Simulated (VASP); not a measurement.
# Rh (Fm-3m) in VASP: relaxation of cell and atoms with LDA

Aim: the relaxation of cell and atoms of Rh with LDA.

Program: VASP 6.6.1. These are calculated values, not measurements. Logs are shortened: lines on timing, memory, paths and dates and some standing lists are left out, and cuts for length are marked.

## Step 1: The cell of the first run

Symmetry: Fm-3m, No. 225, cubic system. Conventional cell: a = 3.758 Å, b = 3.758 Å, c = 3.758 Å, α = 90.00°, β = 90.00°, γ = 90.00°. Rh (site symmetry m-3m) has 12 Rh at 2.66 Å within 3.5 Å.

## Step 2: Relaxation of cell and atoms, LDA

Input file INCAR:

```
SYSTEM = Rh
ALGO     = Normal         ! electronic algorithm
EDIFF    = 1E-7           ! SCF threshold, eV
EDIFFG   = -0.005         ! ionic threshold
ENCUT    = 600            ! plane-wave cutoff, eV
GGA      = CA             ! functional
IBRION   = 2              ! ionic algorithm
ISIF     = 3              ! what is computed and relaxed
ISMEAR   = 0              ! smearing method
LASPH    = .TRUE.         ! aspherical terms in the spheres
LCHARG   = .FALSE.        ! write CHGCAR
LREAL    = .FALSE.        ! projectors in reciprocal space
LWAVE    = .FALSE.        ! write WAVECAR
NELM     = 80             ! most SCF steps
NSW      = 100            ! ionic steps
PREC     = Accurate       ! precision mode
SIGMA    = 0.1            ! smearing width, eV
```

Input file KPOINTS:

```
k-points
0
G
  20 20 20
  0 0 0
```

Input file POSCAR:

```
Rh
1.0
    0.0000000000      1.8788035306      1.8788035306
    1.8788035306      0.0000000000      1.8788035306
    1.8788035306      1.8788035306      0.0000000000
Rh
1
Direct
    0.0000000000      0.0000000000      0.0000000000
```

Potentials or basis: VASP PAW LDA potentials, release 64 (Rh_pv).

The run is started by

```console
$ cat potpaw_LDA.64/Rh_pv/POTCAR > POTCAR
$ mpirun -np 1 vasp_std > vasp.out
```

OUTCAR:

```text
SYSTEM = Rh
   EDIFF = 1E-7
   EDIFFG = -0.005
   ENCUT = 600
   GGA = CA
   IBRION = 2
   ISIF = 3
   ISMEAR = 0
   LASPH = .TRUE.
   LREAL = .FALSE.
   NELM = 80
   NSW = 100
   PREC = Accurate

 ion  position               nearest neighbor table
   1  0.000  0.000  0.000-

  LATTYP: Found a face centered cubic cell.
 ALAT       =     3.7576070612

  Lattice vectors:

 A1 = (   0.0000000000,   1.8788035306,   1.8788035306)
 A2 = (   1.8788035306,   0.0000000000,   1.8788035306)
 A3 = (   1.8788035306,   1.8788035306,   0.0000000000)

Analysis of symmetry for initial positions (statically):
=====================================================================
 Subroutine PRICEL returns:
 Original cell was already a primitive cell.

 Routine SETGRP: Setting up the symmetry group for a
 face centered cubic supercell.

 Subroutine GETGRP returns: Found 48 space group operations
 (whereof 48 operations were pure point group operations)
 out of a pool of 48 trial point group operations.

The static configuration has the point symmetry O_h .

Analysis of symmetry for dynamics (positions and initial velocities):
=====================================================================
 Subroutine PRICEL returns:
 Original cell was already a primitive cell.

 Routine SETGRP: Setting up the symmetry group for a
 face centered cubic supercell.

 Subroutine GETGRP returns: Found 48 space group operations
 (whereof 48 operations were pure point group operations)
 out of a pool of 48 trial point group operations.

The dynamic configuration has the point symmetry O_h .

 Subroutine INISYM returns: Found 48 space group operations
 (whereof 48 operations are pure point group operations),
 and found     1 'primitive' translations

----------------------------------------------------------------------------------------

                                     Primitive cell

  volume of cell :      13.2640

  direct lattice vectors                    reciprocal lattice vectors
     0.000000000  1.878803531  1.878803531    -0.266126815  0.266126815  0.266126815
     1.878803531  0.000000000  1.878803531     0.266126815 -0.266126815  0.266126815
     1.878803531  1.878803531  0.000000000     0.266126815  0.266126815 -0.266126815

  length of vectors
     2.657029434  2.657029434  2.657029434     0.460945165  0.460945165  0.460945165

  position of ions in fractional coordinates (direct lattice)
     0.000000000  0.000000000  0.000000000

  ion indices of the primitive-cell ions
   primitive index   ion index
                 1           1

----------------------------------------------------------------------------------------

 KPOINTS: k-points

Automatic generation of k-mesh.
 Grid dimensions read from file:
 generate k-points for:   20   20   20

 Generating k-lattice:

  Cartesian coordinates                     Fractional coordinates (reciprocal lattice)
    -0.013306341  0.013306341  0.013306341     0.050000000  0.000000000  0.000000000
     0.013306341 -0.013306341  0.013306341     0.000000000  0.050000000  0.000000000
     0.013306341  0.013306341 -0.013306341     0.000000000  0.000000000  0.050000000

  Length of vectors
     0.023047258  0.023047258  0.023047258

  Shift w.r.t. Gamma in fractional coordinates (k-lattice)
     0.000000000  0.000000000  0.000000000

 Subroutine IBZKPT returns following result:
 ===========================================

 Found    256 irreducible k-points:

 Following reciprocal coordinates:
            Coordinates               Weight
  0.000000  0.000000  0.000000      1.000000
  0.050000  0.000000  0.000000      8.000000
  0.100000  0.000000  0.000000      8.000000
  0.150000  0.000000  0.000000      8.000000
  0.200000  0.000000  0.000000      8.000000
  0.250000  0.000000  0.000000      8.000000
[... 16 lines left out ...]
 -0.400000  0.050000  0.000000     24.000000
 -0.350000  0.050000  0.000000     24.000000
 [... further k-points ...]
   k-points           NKPTS =    256   k-points in BZ     NKDIM =    256   number of bands    NBANDS=     11
   number of dos      NEDOS =    301   number of ions     NIONS =      1
   total plane-waves  NPLWV =  13824
   dimension x,y,z NGX =    24 NGY =   24 NGZ =   24
   dimension x,y,z NGXF=    48 NGYF=   48 NGZF=   48
   ions per type =               1
   NGX,Y,Z   is equivalent  to a cutoff of  15.02, 15.02, 15.02 a.u.
   NGXF,Y,Z  is equivalent  to a cutoff of  30.03, 30.03, 30.03 a.u.
 SYSTEM =  Rh
   PREC   = accura    normal or accurate (medium, high low for compatibility)
   ISTART =      0    job   : 0-new  1-cont  2-samecut
   ICHARG =      2    charge: 1-file 2-atom 10-const
   ISPIN  =      1    spin polarized calculation?
   LNONCOLLINEAR =      F non collinear calculations
   LSORBIT =      F    spin-orbit coupling
   LASPH  =      T    aspherical Exc in radial PAW
   ENCUT  =  600.0 eV  44.10 Ry    6.64 a.u.   5.31  5.31  5.31*2*pi/ulx,y,z
   NELM   =     80;   NELMIN=  2; NELMDL= -5     # of ELM steps
   EDIFF  = 0.1E-06   stopping-criterion for ELM
   LREAL  =      F    real-space projection
   EDIFFG = -.5E-02   stopping-criterion for IOM
   NSW    =    100    number of steps for IOM
   IBRION =      2    ionic relax: 0-MD 1-quasi-New 2-CG
   NFREE  =      1    steps in history (QN), initial steepest desc. (CG)
   ISIF   =      3    stress and relaxation
   ISYM   =      2    0-nonsym 1-usesym 2-fastsym
   POTIM  = 0.5000    time-step for ionic-motion
   TEBEG  =    0.0;   TEEND  =   0.0 temperature during run
   PSTRESS=    0.0 pullay stress
   NELECT =      15.0000    total number of electrons
   NUPDOWN=      -1.0000    fix difference up-down
   EMIN   =  10.00;   EMAX   =-10.00  energy-range for DOS
   EFERMI =   0.00;   METHOD = LEGACY
   ISMEAR =     0;   SIGMA  =   0.10  broadening in eV -4-tet -1-fermi 0-gaus
   EFERMI_NEDOS =   21; number of points for ismear=-14 and -15
   IALGO  =     38    algorithm
   IMIX   =      4    mixing-type and parameters
     AMIX     =   0.40;   BMIX     =  1.00
     AMIX_MAG =   1.60;   BMIX_MAG =  1.00
  volume/ion in A,a.u.               =      13.26        89.51
  Fermi-wavevector in a.u.,A,eV,Ry     =   1.705613  3.223142 39.580932  2.909116
  Thomas-Fermi vector in A             =   2.784801
   LORBIT       =      0    0 simple, 1 ext, 2 COOP (PROOUT), +10 PAW based schemes
   GGA     = CA    functional components
   LHFCALC =     F    Hartree Fock is set to
   AEXX    =    0.0000 exact exchange contribution
   IVDW    =     0    specifies the selected vdW correction
   LEPSILON=     F    determine dielectric tensor
   LRPA    =     F    only Hartree local field effects (RPA)
 conjugate gradient relaxation of ions
 non-spin polarized calculation
 Gauss-broadening in eV      SIGMA  =   0.10
  energy-cutoff  :      600.00
  volume of cell :       13.26
 maximum number of plane-waves:       459
 NGX is ok and might be reduce to    24
   NGX = 11   NGY = 11   NGZ = 11

--------------------------------------- Ionic step        1  -------------------------------------------

 number of electron      15.0000001 magnetization

 Free energy of the ion-electron system (eV)
  ---------------------------------------------------
  ext. energy  EPLUGINS =         0.00000000
  ---------------------------------------------------
  free energy    TOTEN  =        -8.68733011 eV

  energy without entropy =       -8.68185535  energy(sigma->0) =       -8.68459273

------------------------ aborting loop because EDIFF is reached ----------------------------------------

  FORCE on cell =-STRESS in cart. coord.  units (eV):
  Direction    XX          YY          ZZ          XY          YZ          ZX
  --------------------------------------------------------------------------------------
  -------------------------------------------------------------------------------------
  Total       -0.0170518     -0.0170518     -0.0170518      0.0000000     -0.0000000      0.0000000
  in kB       -2.0597082     -2.0597082     -2.0597082      0.0000000     -0.0000000      0.0000000
  external PRESSURE =      -2.0597082 kB  Pullay stress =       0.0000000 kB

 VOLUME and BASIS-vectors are now :
 -----------------------------------------------------------------------------
  energy-cutoff  :      600.00
  volume of cell :       13.26
      direct lattice vectors                 reciprocal lattice vectors
     0.000000000  1.878803531  1.878803531    -0.266126815  0.266126815  0.266126815
     1.878803531  0.000000000  1.878803531     0.266126815 -0.266126815  0.266126815
     1.878803531  1.878803531  0.000000000     0.266126815  0.266126815 -0.266126815
[... 36 lines left out ...]
 POSITION                                       TOTAL-FORCE (eV/Angst)
 -----------------------------------------------------------------------------------
      3.75452      1.87726      1.87726         0.000000     -0.000000      0.000000
 -----------------------------------------------------------------------------------
    total drift:                                0.000000      0.000000      0.000000

  FREE ENERGIE OF THE ION-ELECTRON SYSTEM (eV)
  ---------------------------------------------------
  free  energy   TOTEN  =        -8.6872894772 eV

  energy  without entropy=       -8.6818360573  energy(sigma->0) =       -8.68456277

--------------------------------------- Ionic step        3  -------------------------------------------

 number of electron      15.0000001 magnetization

 Free energy of the ion-electron system (eV)
  ---------------------------------------------------
  ext. energy  EPLUGINS =         0.00000000
  ---------------------------------------------------
  free energy    TOTEN  =        -8.68733497 eV

  energy without entropy =       -8.68186530  energy(sigma->0) =       -8.68460014

 E-fermi :  12.4023     XC(G=0): -14.5851

 val. band max:       12.3914755603   @ k =  -0.3000   0.3000   0.1000
 cond. band min:      12.4051256024   @ k =  -0.3500   0.2500   0.0500
 fundamental gap:      0.0136500422
 Fermi energy:        12.4022781080

 k-point     1 :       0.0000    0.0000    0.0000
  band No.  band energies     occupation
      1     -33.8291      2.00000
      2     -33.8291      2.00000
      3     -33.8291      2.00000
      4       4.0975      2.00000
      5       9.1081      2.00000
      6       9.1081      2.00000
      7       9.1081      2.00000
      8      11.3604      2.00000
      9      11.3604      2.00000
     10      28.3099      0.00000
     11      32.6491      0.00000

 k-point     2 :       0.0500    0.0000    0.0000
  band No.  band energies     occupation
      1     -33.8506      2.00000
      2     -33.8319      2.00000
      3     -33.8319      2.00000
      4       4.2027      2.00000
      5       9.0596      2.00000
      6       9.1504      2.00000
      7       9.1504      2.00000
      8      11.3356      2.00000
      9      11.3356      2.00000
     10      28.4696      0.00000
     11      32.6483      0.00000
[... 295 lines left out ...]
 k-point    24 :      -0.3500    0.0500    0.0000
  band No.  band energies     occupation
      1     -34.5351      2.00000
      2     -33.9491      2.00000
      3     -33.9209      2.00000
      4       6.1488      2.00000
      5       9.1802      2.00000
      6       9.2705      2.00000
      7      10.6758      2.00000
      8      12.1955      1.99655
      9      12.9905      0.00000
     10      24.0910      0.00000
     11      28.8196      0.00000

 [... further k-points ...]

------------------------ aborting loop because EDIFF is reached ----------------------------------------

  FORCE on cell =-STRESS in cart. coord.  units (eV):
  Direction    XX          YY          ZZ          XY          YZ          ZX
  --------------------------------------------------------------------------------------
  -------------------------------------------------------------------------------------
  Total        0.0002510      0.0002510      0.0002510      0.0000000     -0.0000000      0.0000000
  in kB        0.0303424      0.0303424      0.0303424      0.0000000     -0.0000000      0.0000000
  external PRESSURE =       0.0303424 kB  Pullay stress =       0.0000000 kB

 VOLUME and BASIS-vectors are now :
 -----------------------------------------------------------------------------
  energy-cutoff  :      600.00
  volume of cell :       13.26
      direct lattice vectors                 reciprocal lattice vectors
     0.000000000  1.878430388  1.878430388    -0.266179680  0.266179680  0.266179680
     1.878430388 -0.000000000  1.878430388     0.266179680 -0.266179680  0.266179680
     1.878430388  1.878430388  0.000000000     0.266179680  0.266179680 -0.266179680

 POSITION                                       TOTAL-FORCE (eV/Angst)
 -----------------------------------------------------------------------------------
      0.00000      0.00000      0.00000         0.000000      0.000000      0.000000
 -----------------------------------------------------------------------------------
    total drift:                                0.000000      0.000000      0.000000

  FREE ENERGIE OF THE ION-ELECTRON SYSTEM (eV)
  ---------------------------------------------------
  free  energy   TOTEN  =        -8.6873349739 eV

  energy  without entropy=       -8.6818653031  energy(sigma->0) =       -8.68460014

 reached required accuracy - stopping structural energy minimisation
```

Wall time 80 s (1 thread of Intel Xeon 8259CL, shared host); peak memory 0.17 GiB.

What came out:

```
Free energy                           : -8.6873 eV
Relaxed volume                        : 13.26 Å³/atom
Relaxed cell                          : a = 2.657 Å, b = 2.657 Å, c = 2.657 Å, α = 60.00°, β = 60.00°, γ = 60.00°
Space group after relaxing (to 0.1 Å) : Fm-3m (No. 225)
Energy gained by relaxing             : 0.0 meV/atom
Ionic steps                           : 3
Pressure after relaxing               : 0.0 GPa
Band gap on the k mesh                : zero (an odd number of electrons rules out a gap without spin polarisation)
```

Final structure:
```
Rh
1.0
     0.00000    1.87843    1.87843
     1.87843    0.00000    1.87843
     1.87843    1.87843    0.00000
Rh
1
Direct
  0.00000 0.00000 0.00000
```
